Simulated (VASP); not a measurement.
# GaS2: single point with PBE

Crystal: GaS2.

```
Ga S
1.0
     3.35437    0.00000    0.00000
    -1.67718    2.90497    0.00000
     0.00000    0.00000    6.78133
Ga S
1 2
Cartesian
  0.0000 0.0000 0.0000
  0.0000 1.9366 1.4903
  1.6772 0.9683 5.2910
```

The cell was built from a structure type or drawn by symmetry, and may not be a known phase.

```
Program             : VASP 6.6.1
Task                : single point
Functional          : PBE
Potentials or basis : VASP PAW PBE potentials, release 64 (Ga_d, S)
Cutoff              : 520 eV
k mesh              : 6 × 6 × 4
Occupations         : gaussian, width 0.1 eV
Spin                : no spin polarisation
```

```json
{
 "Pressure": "0.1 GPa",
 "Band gap on the k mesh": "zero (an odd number of electrons rules out a gap without spin polarisation)"
}
```

Stress tensor (GPa, compression positive):
```
0.00 0.00 0.00
0.00 0.00 0.00
0.00 0.00 0.31
```

Levels at points of the mesh, in eV from the Fermi level:
```tsv
k point	band 8	band 9	band 10	band 11	band 12	band 13	band 14	band 15	band 16	band 17
(0.00, 0.00, 0.00)	-5.21	-0.77	0.42	0.42	0.57	0.57	3.85	5.91	7.21	7.21
(0.50, 0.00, 0.00)	-6.13	-4.56	-2.29	-1.53	-0.71	0.05	2.46	5.81	6.51	7.14
(0.00, 0.00, 0.50)	-4.78	-1.69	0.41	0.41	0.59	0.59	4.88	5.92	7.16	7.16
(0.50, 0.00, 0.50)	-6.17	-4.66	-1.98	-1.50	-0.60	0.00	2.25	5.70	6.18	6.51
```

Run time: 16 s on 1 thread of Intel(R) Xeon(R) 6975P-C (Granite Rapids), with other jobs on the host, peak memory 0.19 GiB.

Caveat: the k points lie up to 0.36 Å⁻¹ apart, too coarse for converged energies and pressures of a metal; this functional lacks dispersion, which binds the layers, so the pressure and a relaxed spacing across them are unreliable.
